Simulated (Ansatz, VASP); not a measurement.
**One calculation of ZrN, two programs**

INCAR

```
SYSTEM = ZrN
PREC = Accurate
ENCUT = 600
EDIFF = 1E-6
ISMEAR = -1
SIGMA = 0.15
LREAL = .FALSE.
LASPH = .TRUE.
NELM = 120
ALGO = Normal
ISIF = 2
LWAVE = .FALSE.
LCHARG = .FALSE.
GGA = RP
NBANDS = 16
GGA_COMPAT = .FALSE.
```

Contents of KPOINTS:

```
regular mesh
0
G
  8 8 8
  0 0 0
```

The input POSCAR:

```
ZrN
1.0
    3.2526910000      0.0000000000      0.0000000000
    1.6263455000      2.8169130367      0.0000000000
    1.6263455000      0.9389710122      2.6558110803
Zr N
1 1
Direct
    0.5000000000      0.5000000000      0.5000000000
    0.0000000000      0.0000000000      0.0000000000
```

Input for Ansatz:

```yaml
crystal:
  lattice:
    - [3.252691, 0.0, 0.0]
    - [1.6263455000000004, 2.8169130366610093, 0.0]
    - [1.6263455000000004, 0.9389710122203366, 2.6558110803143857]
  atoms:
    - { symbol: Zr, position: [0.5000000000000001, 0.5, 0.5] }
    - { symbol: "N", position: [0.0, 0.0, 0.0] }
basis:
  ecutwfc: 450.0
kpoints:
  mp_grid:
    grid: [8, 8, 8]
hamiltonian:
  xc: rpbe
scf:
  occupations:
    method: fermi_dirac
    width: 0.15
output:
  stress: true
```

Alike in both runs: task single point; functional RPBE; k mesh 8 × 8 × 8; occupations fermi-dirac, width 0.15 eV; no spin polarisation.

```csv
,VASP,Ansatz
version,VASP 6.6.1,Ansatz 0.2.0
potentials or method,"VASP PAW PBE potentials, release 64 (Zr_sv, N), cutoff 600 eV","plane waves, PAW"
valence electrons in the cell,17,17
```

```csv
,VASP,Ansatz,Ansatz less VASP
pressure (GPa),3.4,3.3,-0.16
```

VASP's potentials were made for PBE, not for RPBE.
